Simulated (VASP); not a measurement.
**In4Sb3As: relaxation of cell and atoms with r2SCAN**

The system is In4Sb3As.

```
As In Sb
1.0
     6.52661    0.00000    0.00000
     0.00000    6.52661    0.00000
     0.00000    0.00000    6.52661
As In Sb
1 4 3
Direct
  0.00000 0.00000 0.00000
  0.75845 0.75845 0.75845
  0.24155 0.24155 0.75845
  0.24155 0.75845 0.24155
  0.75845 0.24155 0.24155
  0.50000 0.50000 0.00000
  0.50000 0.00000 0.50000
  0.00000 0.50000 0.50000
```

| Item | Value |
| --- | --- |
| Program | VASP 6.6.1 |
| Task | relaxation of cell and atoms |
| Functional | r2SCAN |
| Potentials or basis | VASP PAW PBE potentials, release 64 (As, In_d, Sb) |
| Cutoff | 600 eV |
| k mesh | 4 × 4 × 4 |
| Occupations | fermi-dirac, width 0.02 eV |
| Spin | no spin polarisation |
| Dipole correction | no |
| Further INCAR settings | ALGO = Normal; EDIFF = 1e-06; IBRION = 2; EDIFFG = -0.005; NSW = 80; ISIF = 3 |

```json
{
 "Relaxed volume": "33.54 Å³/atom",
 "Relaxed cell": "a = 6.450 Å, b = 6.450 Å, c = 6.450 Å, α = 90.00°, β = 90.00°, γ = 90.00°",
 "Space group after relaxing (to 0.1 Å)": "P-43m (No. 215)",
 "Energy gained by relaxing": "6.0 meV/atom",
 "Ionic steps": "8",
 "Pressure after relaxing": "0.0 GPa",
 "Largest force after relaxing": "0.005 eV/Å",
 "Band gap on the k mesh": "zero (filled and empty bands touch)"
}
```

Forces on the atoms (eV/Å):
```
As   0.000  0.000  0.000
In  -0.003 -0.003 -0.003
In   0.003  0.003 -0.003
In   0.003 -0.003  0.003
In  -0.003  0.003  0.003
Sb   0.000  0.000  0.000
Sb   0.000  0.000  0.000
Sb   0.000  0.000  0.000
```

Step by step:
```
step  energy change (eV)  largest force (eV/Å)  pressure (GPa)  volume (Å³)
   1              0.0000                0.0001           -1.51       278.01
   2             -0.0424                0.0251            0.60       265.05
   3             -0.0481                0.0189            0.01       268.24
   4             -0.0481                0.0185           -0.01       268.44
   5             -0.0482                0.0112           -0.03       268.43
   6             -0.0482                0.0005           -0.04       268.42
   7             -0.0482                0.0066            0.01       268.22
   8             -0.0482                0.0048            0.00       268.29
```

Final structure:
```xyz
8
Lattice="6.4497 0.0000 0.0000 0.0000 6.4497 0.0000 0.0000 0.0000 6.4497" Properties=species:S:1:pos:R:3 pbc="T T T"
As    0.0000    0.0000    0.0000
In    4.8932    4.8932    4.8932
In    1.5565    1.5565    4.8932
In    1.5565    4.8932    1.5565
In    4.8932    1.5565    1.5565
Sb    3.2248    3.2248    0.0000
Sb    3.2248    0.0000    3.2248
Sb    0.0000    3.2248    3.2248
```

Levels at points of the mesh, in eV from the Fermi level:
```csv
k point,band 32,band 33,band 34,band 35,band 36,band 37,band 38,band 39,band 40,band 41
"(0.00, 0.00, 0.00)",-2.21,-2.21,-0.13,-0.01,-0.01,-0.01,1.58,1.58,1.68,1.68
"(0.50, 0.00, 0.00)",-2.70,-1.61,-1.61,-1.25,-1.25,1.83,2.00,2.62,2.84,3.77
"(0.50, 0.50, 0.00)",-2.59,-1.27,-1.27,-0.99,-0.78,1.99,2.24,2.55,2.55,4.46
"(0.50, 0.50, 0.50)",-0.91,-0.91,-0.91,-0.73,-0.73,0.26,1.01,1.01,1.01,4.07
```

Run time: 63 min on 1 thread of Oxide Virtual Turin-like Processor, on a shared host, peak memory 0.54 GiB.

Caveat: semilocal functionals underestimate gaps, and a narrow one can read as zero; the PAW data sets were made with another functional, which shifts forces and pressure a little; spin-orbit coupling is left out, which moves the levels of the heavy elements.
